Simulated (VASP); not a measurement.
# CsH (I4/mmm) in VASP: notebook

The runs below take CsH through single point, with LDA.

Everything below comes from runs of VASP 6.6.1. Logs are shortened: lines on timing, memory, paths and dates and some standing lists are left out, and cuts for length are marked.

## Step 1: The cell of the first run

The structure is tetragonal, space group I4/mmm (No. 139). The conventional cell has a = 4.689 Å, b = 4.689 Å, c = 6.376 Å, α = 90.00°, β = 90.00°, γ = 90.00°. Cs (site symmetry 4/mmm) has 6 H at 3.19 to 3.32 Å within 4.2 Å. Within 4.2 Å of H (site symmetry 4/mmm) lie 6 Cs at 3.19 to 3.32 Å.

## Step 2: Single point, LDA (strain +0.040 along x and y, +0.000 along z)

Input file INCAR:

```
PREC = Accurate ; ENCUT = 520
EDIFF = 1E-6 ; ISMEAR = 0
SIGMA = 0.05 ; LREAL = F
LASPH = T ; NELM = 60
ALGO = Normal ; ISIF = 2
LWAVE = F ; LCHARG = F
GGA = CA ; NBANDS = 12
```

Input file KPOINTS:

```
regular mesh
0
Gamma
  8 8 8
```

Input file POSCAR:

```
CsH
1.0
    0.0000000000      3.3155200000      3.1880000000
    3.3155200000      0.0000000000      3.1880000000
    3.3155200000      3.3155200000      0.0000000000
Cs H
1 1
Direct
    0.0000000000      0.0000000000      0.0000000000
    0.5000000000      0.5000000000      0.5000000000
```

Potentials or basis: VASP PAW LDA potentials, release 64 (Cs_sv, H).

On the command line:

```
$ cat potpaw_LDA.64/Cs_sv/POTCAR potpaw_LDA.64/H/POTCAR > POTCAR
$ mpirun -np 1 vasp_std > vasp.out
```

OUTCAR:

```text
PREC = Accurate
   ENCUT = 520
   EDIFF = 1E-6
   ISMEAR = 0
   LREAL = F
   LASPH = T
   NELM = 60
   ISIF = 2
   GGA = CA

 ion  position               nearest neighbor table
   1  0.000  0.000  0.000-
   2  0.500  0.500  0.500-

  LATTYP: Found a body centered tetragonal cell.
 ALAT       =     4.6888533503
 C/A-ratio  =     1.3598207331

  Lattice vectors:

 A1 = (   0.0000000000,  -3.3155200000,  -3.1880000000)
 A2 = (   0.0000000000,   3.3155200000,  -3.1880000000)
 A3 = (   3.3155200000,   0.0000000000,   3.1880000000)

Analysis of symmetry for initial positions (statically):
=====================================================================
 Subroutine PRICEL returns:
 Original cell was already a primitive cell.

 Routine SETGRP: Setting up the symmetry group for a
 body centered tetragonal supercell.

 Subroutine GETGRP returns: Found 16 space group operations
 (whereof 16 operations were pure point group operations)
 out of a pool of 16 trial point group operations.

The static configuration has the point symmetry D_4h.

Analysis of symmetry for dynamics (positions and initial velocities):
=====================================================================
 Subroutine PRICEL returns:
 Original cell was already a primitive cell.

 Routine SETGRP: Setting up the symmetry group for a
 body centered tetragonal supercell.

 Subroutine GETGRP returns: Found 16 space group operations
 (whereof 16 operations were pure point group operations)
 out of a pool of 16 trial point group operations.

The dynamic configuration has the point symmetry D_4h.

 Subroutine INISYM returns: Found 16 space group operations
 (whereof 16 operations are pure point group operations),
 and found     1 'primitive' translations

----------------------------------------------------------------------------------------

                                     Primitive cell

  volume of cell :      70.0893

  direct lattice vectors                    reciprocal lattice vectors
     0.000000000  3.315520000  3.188000000    -0.150805907  0.150805907  0.156838143
     3.315520000  0.000000000  3.188000000     0.150805907 -0.150805907  0.156838143
     3.315520000  3.315520000  0.000000000     0.150805907  0.150805907 -0.156838143

  length of vectors
     4.599567031  4.599567031  4.688853350     0.264732027  0.264732027  0.264732027

  position of ions in fractional coordinates (direct lattice)
     0.000000000  0.000000000  0.000000000
     0.500000000  0.500000000  0.500000000

  ion indices of the primitive-cell ions
   primitive index   ion index
                 1           1
                 2           2

----------------------------------------------------------------------------------------

 KPOINTS: regular mesh

Automatic generation of k-mesh.
 Grid dimensions read from file:
 generate k-points for:    8    8    8

 Generating k-lattice:

  Cartesian coordinates                     Fractional coordinates (reciprocal lattice)
    -0.018850738  0.018850738  0.019604768     0.125000000  0.000000000  0.000000000
     0.018850738 -0.018850738  0.019604768     0.000000000  0.125000000  0.000000000
     0.018850738  0.018850738 -0.019604768    -0.000000000 -0.000000000  0.125000000

  Length of vectors
     0.033091503  0.033091503  0.033091503

  Shift w.r.t. Gamma in fractional coordinates (k-lattice)
     0.000000000  0.000000000  0.000000000

 Subroutine IBZKPT returns following result:
 ===========================================

 Found     59 irreducible k-points:

 Following reciprocal coordinates:
            Coordinates               Weight
  0.000000  0.000000  0.000000      1.000000
  0.125000  0.000000  0.000000      8.000000
  0.250000  0.000000  0.000000      8.000000
  0.375000  0.000000  0.000000      8.000000
  0.500000  0.000000  0.000000      4.000000
  0.125000  0.125000  0.000000      2.000000
[... 16 lines left out ...]
  0.250000  0.000000  0.125000     16.000000
  0.375000  0.000000  0.125000     16.000000
 [... further k-points ...]
   k-points           NKPTS =     59   k-points in BZ     NKDIM =     59   number of bands    NBANDS=     12
   number of dos      NEDOS =    301   number of ions     NIONS =      2
   total plane-waves  NPLWV =  46656
   dimension x,y,z NGX =    36 NGY =   36 NGZ =   36
   dimension x,y,z NGXF=    72 NGYF=   72 NGZF=   72
   ions per type =               1   1
   NGX,Y,Z   is equivalent  to a cutoff of  13.01, 13.01, 12.76 a.u.
   NGXF,Y,Z  is equivalent  to a cutoff of  26.02, 26.02, 25.53 a.u.
 SYSTEM =  unknown system
   PREC   = accura    normal or accurate (medium, high low for compatibility)
   ISTART =      0    job   : 0-new  1-cont  2-samecut
   ICHARG =      2    charge: 1-file 2-atom 10-const
   ISPIN  =      1    spin polarized calculation?
   LNONCOLLINEAR =      F non collinear calculations
   LSORBIT =      F    spin-orbit coupling
   LASPH  =      T    aspherical Exc in radial PAW
   ENCUT  =  520.0 eV  38.22 Ry    6.18 a.u.   8.55  8.55  8.72*2*pi/ulx,y,z
   NELM   =     60;   NELMIN=  2; NELMDL= -5     # of ELM steps
   EDIFF  = 0.1E-05   stopping-criterion for ELM
   LREAL  =      F    real-space projection
   EDIFFG = 0.1E-04   stopping-criterion for IOM
   NSW    =      0    number of steps for IOM
   IBRION =     -1    ionic relax: 0-MD 1-quasi-New 2-CG
   NFREE  =      0    steps in history (QN), initial steepest desc. (CG)
   ISIF   =      2    stress and relaxation
   ISYM   =      2    0-nonsym 1-usesym 2-fastsym
   POTIM  = 0.5000    time-step for ionic-motion
   TEBEG  =    0.0;   TEEND  =   0.0 temperature during run
   PSTRESS=    0.0 pullay stress
   NELECT =      10.0000    total number of electrons
   NUPDOWN=      -1.0000    fix difference up-down
   EMIN   =  10.00;   EMAX   =-10.00  energy-range for DOS
   EFERMI =   0.00;   METHOD = LEGACY
   ISMEAR =     0;   SIGMA  =   0.05  broadening in eV -4-tet -1-fermi 0-gaus
   EFERMI_NEDOS =   21; number of points for ismear=-14 and -15
   IALGO  =     38    algorithm
   IMIX   =      4    mixing-type and parameters
     AMIX     =   0.40;   BMIX     =  1.00
     AMIX_MAG =   1.60;   BMIX_MAG =  1.00
  volume/ion in A,a.u.               =      35.04       236.49
  Fermi-wavevector in a.u.,A,eV,Ry     =   0.855443  1.616552  9.956503  0.731782
  Thomas-Fermi vector in A             =   1.972193
   LORBIT       =      0    0 simple, 1 ext, 2 COOP (PROOUT), +10 PAW based schemes
   GGA     = CA    functional components
   LHFCALC =     F    Hartree Fock is set to
   AEXX    =    0.0000 exact exchange contribution
   IVDW    =     0    specifies the selected vdW correction
   LEPSILON=     F    determine dielectric tensor
   LRPA    =     F    only Hartree local field effects (RPA)
 non-spin polarized calculation
 Gauss-broadening in eV      SIGMA  =   0.05
  energy-cutoff  :      520.00
  volume of cell :       70.09
 maximum number of plane-waves:      1912
 NGX is ok and might be reduce to    36
   NGX = 17   NGY = 17   NGZ = 17

 number of electron      10.0000000 magnetization

 Free energy of the ion-electron system (eV)
  ---------------------------------------------------
  ext. energy  EPLUGINS =         0.00000000
  ---------------------------------------------------
  free energy    TOTEN  =        -4.84084330 eV

  energy without entropy =       -4.84084330  energy(sigma->0) =       -4.84084330

 E-fermi :  -0.0517     XC(G=0):  -7.2511

 val. band max:       -0.3226708315   @ k =   0.5000   0.0000   0.0000
 cond. band min:       1.6997269320   @ k =   0.5000   0.0000   0.0000
 fundamental gap:      2.0223977635
 Fermi energy:        -0.0517279433

 k-point     1 :       0.0000    0.0000    0.0000
  band No.  band energies     occupation
      1     -21.7567      2.00000
      2      -8.2873      2.00000
      3      -8.2873      2.00000
      4      -8.2541      2.00000
      5      -2.0317      2.00000
      6       4.5990      0.00000
      7       4.5990      0.00000
      8       4.7768      0.00000
      9       4.9829      0.00000
     10       6.1181      0.00000
     11       6.6249      0.00000
     12       8.1099      0.00000

 k-point     2 :       0.1250    0.0000    0.0000
  band No.  band energies     occupation
      1     -21.7483      2.00000
      2      -8.3925      2.00000
      3      -8.3016      2.00000
      4      -8.2735      2.00000
      5      -1.8089      2.00000
      6       4.1202      0.00000
      7       4.6916      0.00000
      8       4.8045      0.00000
      9       4.9363      0.00000
     10       5.8774      0.00000
     11       6.2585      0.00000
     12       8.7344      0.00000

 k-point     3 :       0.2500    0.0000    0.0000
  band No.  band energies     occupation
      1     -21.7279      2.00000
      2      -8.6481      2.00000
      3      -8.3356      2.00000
      4      -8.2971      2.00000
      5      -1.2596      2.00000
      6       3.0451      0.00000
      7       4.5707      0.00000
      8       4.8141      0.00000
      9       5.1565      0.00000
     10       6.0705      0.00000
     11       6.1739      0.00000
     12      10.0752      0.00000

 k-point     4 :       0.3750    0.0000    0.0000
  band No.  band energies     occupation
      1     -21.7073      2.00000
      2      -8.8812      2.00000
      3      -8.3689      2.00000
      4      -8.3192      2.00000
      5      -0.6420      2.00000
      6       2.1172      0.00000
      7       4.2480      0.00000
      8       4.5216      0.00000
      9       5.7940      0.00000
     10       6.9139      0.00000
     11       6.9880      0.00000
     12       9.7830      0.00000

 k-point     5 :       0.5000    0.0000    0.0000
  band No.  band energies     occupation
      1     -21.6987      2.00000
      2      -8.9721      2.00000
      3      -8.3826      2.00000
      4      -8.3282      2.00000
      5      -0.3227      2.00000
      6       1.6997      0.00000
      7       4.1156      0.00000
      8       4.3833      0.00000
      9       6.4101      0.00000
     10       7.4922      0.00000
     11       7.7167      0.00000
     12       8.7133      0.00000
[... 228 lines left out ...]
      1     -21.6746      2.00000
      2      -8.8526      2.00000
      3      -8.5400      2.00000
      4      -8.5400      2.00000
      5      -1.3367      2.00000
      6       2.6035      0.00000
      7       4.9280      0.00000
      8       7.1190      0.00000
      9       7.3108      0.00000
     10       7.3108      0.00000
     11       7.6384      0.00000
     12       8.1097      0.00000

 k-point    22 :       0.1250    0.0000    0.1250
  band No.  band energies     occupation
      1     -21.7459      2.00000
      2      -8.3984      2.00000
      3      -8.3162      2.00000
      4      -8.2900      2.00000
      5      -1.7686      2.00000
      6       4.1417      0.00000
      7       4.3450      0.00000
      8       4.8260      0.00000
      9       4.9412      0.00000
     10       5.8974      0.00000
     11       6.7324      0.00000
     12       8.9572      0.00000

 k-point    23 :       0.2500    0.0000    0.1250
  band No.  band energies     occupation
      1     -21.7299      2.00000
      2      -8.5779      2.00000
      3      -8.3487      2.00000
      4      -8.3240      2.00000
      5      -1.3929      2.00000
      6       3.4205      0.00000
      7       3.9539      0.00000
      8       5.0055      0.00000
      9       5.4501      0.00000
     10       5.8813      0.00000
     11       6.7261      0.00000
     12       9.7354      0.00000

 k-point    24 :       0.3750    0.0000    0.1250
  band No.  band energies     occupation
      1     -21.7094      2.00000
      2      -8.7976      2.00000
      3      -8.3928      2.00000
      4      -8.3529      2.00000
      5      -0.8814      2.00000
      6       2.5456      0.00000
      7       3.9784      0.00000
      8       4.8053      0.00000
      9       5.8156      0.00000
     10       6.5485      0.00000
     11       7.2250      0.00000
     12       9.8904      0.00000

 [... further k-points ...]
[... 5 lines left out ...]
  --------------------------------------------------------------------------------------
  -------------------------------------------------------------------------------------
  Total       -0.8101438     -0.8101438     -0.5825144      0.0000000     -0.0000000      0.0000000
  in kB      -18.5191511    -18.5191511    -13.3157499      0.0000000     -0.0000000      0.0000000
  external PRESSURE =     -16.7846840 kB  Pullay stress =       0.0000000 kB

 VOLUME and BASIS-vectors are now :
 -----------------------------------------------------------------------------
  energy-cutoff  :      520.00
  volume of cell :       70.09
      direct lattice vectors                 reciprocal lattice vectors
     0.000000000  3.315520000  3.188000000    -0.150805907  0.150805907  0.156838143
     3.315520000  0.000000000  3.188000000     0.150805907 -0.150805907  0.156838143
     3.315520000  3.315520000  0.000000000     0.150805907  0.150805907 -0.156838143

 POSITION                                       TOTAL-FORCE (eV/Angst)
 -----------------------------------------------------------------------------------
      0.00000      0.00000      0.00000        -0.000000      0.000000      0.000000
      3.31552      3.31552      3.18800         0.000000     -0.000000     -0.000000
 -----------------------------------------------------------------------------------
    total drift:                               -0.000000      0.000000      0.000000

  FREE ENERGIE OF THE ION-ELECTRON SYSTEM (eV)
  ---------------------------------------------------
  free  energy   TOTEN  =        -4.8408433010 eV

  energy  without entropy=       -4.8408433010  energy(sigma->0) =       -4.84084330
```

Wall time 1.7 min (1 thread of AMD EPYC 7R13 (Zen 3), shared host); peak memory 0.16 GiB.

Results:

```
Free energy            : -4.8408 eV
Pressure               : -1.7 GPa
Band gap on the k mesh : 2.02 eV, direct
```

Caveat: the cell differs from its parent crystal (strain +0.040 along x and y, +0.000 along z); spin-orbit coupling is left out, which moves the levels of the heavy elements.

## Step 3: Single point, LDA (strain +0.080 along x and y, +0.000 along z)

Input file INCAR:

```
ALGO = Normal
EDIFF = 1E-6
ENCUT = 520
ISIF = 2
ISMEAR = 0
LASPH = T
LCHARG = T
LELF = T
LREAL = F
LVHAR = T
LWAVE = F
NBANDS = 12
NELM = 60
PREC = Accurate
SIGMA = 0.05
```

Input file KPOINTS:

```
k-points
0
Gamma
  8 8 8
```

Input file POSCAR:

```
CsH
1.0
    0.0000000000      3.4430400000      3.1880000000
    3.4430400000      0.0000000000      3.1880000000
    3.4430400000      3.4430400000      0.0000000000
Cs H
1 1
Direct
    0.0000000000      0.0000000000      0.0000000000
    0.5000000000      0.5000000000      0.5000000000
```

Potentials or basis: VASP PAW LDA potentials, release 64 (Cs_sv, H).

On the command line:

```
$ cat potpaw_LDA.64/Cs_sv/POTCAR potpaw_LDA.64/H/POTCAR > POTCAR
$ mpirun -np 1 vasp_std > vasp.out
```

It took 81 s on 1 thread of AMD EPYC 7R13 (Zen 3), shared host; peak memory 0.17 GiB.

It converged, with:

- Free energy: -4.7724 eV
- Pressure: -1.9 GPa
- Band gap on the k mesh: 2.08 eV, direct

Stress tensor (GPa, compression positive):
```
-2.16  0.00  0.00
 0.00 -2.16  0.00
 0.00  0.00 -1.44
```

Levels at points of the mesh, in eV from the valence-band top:
```csv
k point,band 1,band 2,band 3,band 4,band 5,band 6,band 7,band 8,band 9,band 10
"(0.00, 0.00, 0.00)",-21.46,-8.05,-8.05,-7.99,-1.57,4.86,4.86,4.90,5.18,6.11
"(0.50, 0.00, 0.00)",-21.41,-8.59,-8.14,-8.05,0.00,2.08,4.32,4.82,6.46,7.44
"(0.50, 0.50, 0.00)",-21.39,-8.47,-8.27,-8.27,-0.85,2.97,5.19,7.05,7.21,7.21
"(0.50, 0.00, 0.50)",-21.40,-8.53,-8.19,-8.18,-0.88,3.18,4.58,6.84,7.36,7.80
```

Caveat: the cell differs from its parent crystal (strain +0.080 along x and y, +0.000 along z); spin-orbit coupling is left out, which moves the levels of the heavy elements.

(Continued in part 2 of 2.)
